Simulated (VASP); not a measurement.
Runs of VASP 6.6.1 on VCd2. The structure is that of space group Fm-3m (No. 225), or close to it. The cells are those of the table. 

```tsv
task	cell	k mesh	cutoff (eV)	gap on the mesh (eV)	pressure (GPa)	moment (μB)
single point	a = 4.684 Å, angles 60.0°, 3 atoms	12 × 12 × 12	520	none	(b)	3.60
single point	a = 4.676 Å, angles 60.0°, 3 atoms	6 × 6 × 6	520	none	0.4	(a)
relaxation of cell and atoms	relaxed from a = 4.378 Å, angles 60.0°, 3 atoms	6 × 6 × 6	600	none	0.1	3.61
single point	a = 4.378 Å, angles 60.0°, 3 atoms	6 × 6 × 6	520	none	14.3	3.05
```

Alike in all rows: level PBE; potentials or basis VASP PAW PBE potentials, release 64 (V_sv, Cd); spin collinear, ferromagnetic start; smearing gaussian 0.1 eV.

Problem. Fill in the values left out.

Solution. (a) 3.59; (b) 0.2.

A k mesh can miss the band edges, and the runs leave out spin-orbit coupling on Cd.

A gap of «none» marks levels without a gap at the run's occupations.
